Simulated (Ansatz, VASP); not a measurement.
Two plane-wave programs on BN

Contents of INCAR:

```
SYSTEM = BN
ALGO     = Normal         ! electronic algorithm
EDIFF    = 1E-6           ! SCF threshold, eV
ENCUT    = 600            ! plane-wave cutoff, eV
GGA      = PS             ! functional
GGA_COMPAT= .False.      
ISIF     = 2              ! what is computed and relaxed
ISMEAR   = 0              ! smearing method
LASPH    = .True.         ! aspherical terms in the spheres
LCHARG   = .False.        ! write CHGCAR
LREAL    = .False.        ! projectors in reciprocal space
LWAVE    = .False.        ! write WAVECAR
NBANDS   = 36             ! bands
NELM     = 120            ! most SCF steps
PREC     = Accurate       ! precision mode
SIGMA    = 0.05           ! smearing width, eV
```

The input KPOINTS:

```
k-points
0
Gamma
  10 10 2
  0 0 0
```

File POSCAR:

```
BN
1.0
   -2.5410113134      0.0000000000      0.0000000000
   -1.2705056567     -2.2005803487      0.0000000000
   -3.1761370912     -1.8337436046     12.6098865131
B N
6 6
Direct
    0.6146318048      0.6146318048      0.0624443320
    0.3368651381      0.3368651381      0.3957776653
    0.0590984715      0.0590984715      0.7291109987
   -0.4131181952     -0.4131181952      0.8957776653
    0.1424151381      0.1424151381      0.2291109987
   -0.1353515285     -0.1353515285      0.5624443320
   -0.1146540248     -0.1146540248      0.9376223347
    0.4408793085      0.4408793085      0.2709556680
    0.1631126419      0.1631126419      0.6042890013
   -0.3091040248     -0.3091040248      0.7709556680
    0.2464293085      0.2464293085      0.1042890013
   -0.0313373581     -0.0313373581      0.4376223347
```

Input for Ansatz:

```yaml
crystal:
  lattice:
    - [-2.5410113134, 0.0, 0.0]
    - [-1.2705056567, -2.2005803487, 0.0]
    - [-3.1761370912, -1.8337436046, 12.6098865131]
  atoms:
    - { symbol: B, position: [0.6146318048, 0.6146318048, 0.062444332] }
    - { symbol: B, position: [0.3368651381, 0.3368651381, 0.3957776653] }
    - { symbol: B, position: [0.0590984715, 0.0590984715, 0.7291109987] }
    - { symbol: B, position: [-0.4131181952, -0.4131181952, 0.8957776653] }
    - { symbol: B, position: [0.1424151381, 0.1424151381, 0.2291109987] }
    - { symbol: B, position: [-0.1353515285, -0.1353515285, 0.562444332] }
    - { symbol: "N", position: [-0.1146540248, -0.1146540248, 0.9376223347] }
    - { symbol: "N", position: [0.4408793085, 0.4408793085, 0.270955668] }
    - { symbol: "N", position: [0.1631126419, 0.1631126419, 0.6042890013] }
    - { symbol: "N", position: [-0.3091040248, -0.3091040248, 0.770955668] }
    - { symbol: "N", position: [0.2464293085, 0.2464293085, 0.1042890013] }
    - { symbol: "N", position: [-0.0313373581, -0.0313373581, 0.4376223347] }
basis:
  ecutwfc: 420
kpoints:
  mp_grid: { grid: [10, 10, 2] }
hamiltonian:
  xc: pbesol
scf:
  occupations: { method: gaussian, width: 0.05 }
output:
  forces: true
  stress: true
  eigenvalues: true
```

Alike in both runs: task single point; functional PBEsol; k mesh 10 × 10 × 2; occupations gaussian, width 0.05 eV; no spin polarisation.

|  | VASP | Ansatz |
| --- | --- | --- |
| version | VASP 6.6.1 | Ansatz 0.2.0 |
| potentials or method | VASP PAW PBE potentials, release 64 (B, N), cutoff 600 eV | scalar-relativistic, plane waves, PAW |
| valence electrons in the cell | 48 | 48 |

```csv
,VASP,Ansatz,Ansatz less VASP
gap on the k mesh at the Fermi level (eV),3.64,3.64,+0.008
least direct gap on the mesh (eV),5.60,5.61,+0.009
pressure (GPa),0.0,-0.3,-0.31
"traceless stress, the component that is largest in VASP (GPa)",-10.34,-10.33,+0.008
rms of the force components (eV/Å),0.632,0.633,+0.0010
```

VASP's potentials were made for PBE, not for PBEsol. Atom by atom the forces differ by 0.005 eV/Å (rms over components).
